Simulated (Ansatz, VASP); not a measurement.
One calculation of ScNb, two programs

```xyz
2
Lattice="3.0656 0.0000 0.0000 -1.5328 2.6549 0.0000 0.0000 0.0000 5.0722" Properties=species:S:1:pos:R:3 pbc="T T T"
Sc    0.0000    0.0000    0.0000
Nb    0.0000    1.7700    2.5361
```

Alike in both runs: task single point; functional PBE; k mesh 6 × 6 × 4; occupations gaussian, width 0.1 eV; no spin polarisation.

|  | VASP | Ansatz |
| --- | --- | --- |
| version | VASP 6.6.1 | Ansatz 0.2.0 |
| potentials or method | VASP PAW PBE potentials, release 64 (Sc_sv, Nb_sv), cutoff 520 eV | scalar-relativistic, plane waves, PAW |
| valence electrons in the cell | 24 | 24 |

Ansatz gave:

| Item | Value |
| --- | --- |
| gap on the k mesh at the Fermi level (eV) | none |
| pressure (GPa) | -0.4 |
| traceless stress, the component that is largest in VASP (GPa) | 0.83 |

Task: What did VASP give for the same quantities?

Result: gap on the k mesh at the Fermi level (eV): none; pressure (GPa): -0.4; traceless stress, the component that is largest in VASP (GPa): 0.87.

A gap of «none» marks a metal or a gap that the smearing closes.

The k mesh is coarse, so the values compare programs but aren't converged.
